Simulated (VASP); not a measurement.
Wanted: the native input for a VASP 6.6.1 run.

```yaml
Task: single point
Functional: r2SCAN
Potentials_or_basis: VASP PAW PBE potentials, release 64 (La, S)
Cutoff: 520 eV
k_mesh: 9 × 9 × 9
Occupations: fermi-dirac, width 0.1 eV
Spin: no spin polarisation
Dipole_correction: no
Further_INCAR_settings: ALGO = Normal; EDIFF = 1e-06; NBANDS = 16
```

LaS:

```
La S
1.0
     0.00000    2.94469    2.94469
     2.94469    0.00000    2.94469
     2.94469    2.94469    0.00000
La S
1 1
Direct
  0.00000 0.00000 0.00000
  0.50000 0.50000 0.50000
```

One way to write it, as run:

POSCAR

```
LaS
1.0
    0.0000000000      2.9446944787      2.9446944787
    2.9446944787      0.0000000000      2.9446944787
    2.9446944787      2.9446944787      0.0000000000
La S
1 1
Direct
    0.0000000000      0.0000000000      0.0000000000
    0.5000000000      0.5000000000      0.5000000000
```

INCAR.step1

```
SYSTEM = LaS
ALGO = Normal ; EDIFF = 1E-4
ENCUT = 520 ; GGA = PE
ISMEAR = -1 ; LASPH = .True.
LCHARG = .False. ; LREAL = .False.
LWAVE = .True. ; NBANDS = 16
NELM = 60 ; PREC = Accurate
SIGMA = 0.1
```

INCAR.step2

```
SYSTEM = LaS
ALGO = Normal ; EDIFF = 1E-6
ENCUT = 520 ; ISIF = 2
ISMEAR = -1 ; ISTART = 1
LASPH = .True. ; LCHARG = .False.
LMIXTAU = .True. ; LREAL = .False.
LWAVE = .False. ; METAGGA = R2SCAN
NBANDS = 16 ; NELM = 60
PREC = Accurate ; SIGMA = 0.1
```

KPOINTS

```
k-points
0
Gamma
  9 9 9
  0 0 0
```

Potentials or basis: VASP PAW PBE potentials, release 64 (La, S).

Run with:

```bash
$ cat potpaw_PBE.64/La/POTCAR potpaw_PBE.64/S/POTCAR > POTCAR
$ cp INCAR.step1 INCAR
$ mpirun -np 1 vasp_std > vasp.out
$ cp INCAR.step2 INCAR
$ mpirun -np 1 vasp_std > vasp.out
```

It gave:

| Quantity | Value |
| --- | --- |
| Pressure | -0.2 GPa |

Caveat: the PAW data sets were made with another functional, which shifts forces and pressure a little.

Run time: 4.3 min on 1 thread of AMD EPYC 7R43 64-Core Processor (Zen 3) (shared host), peak memory 0.17 GiB.
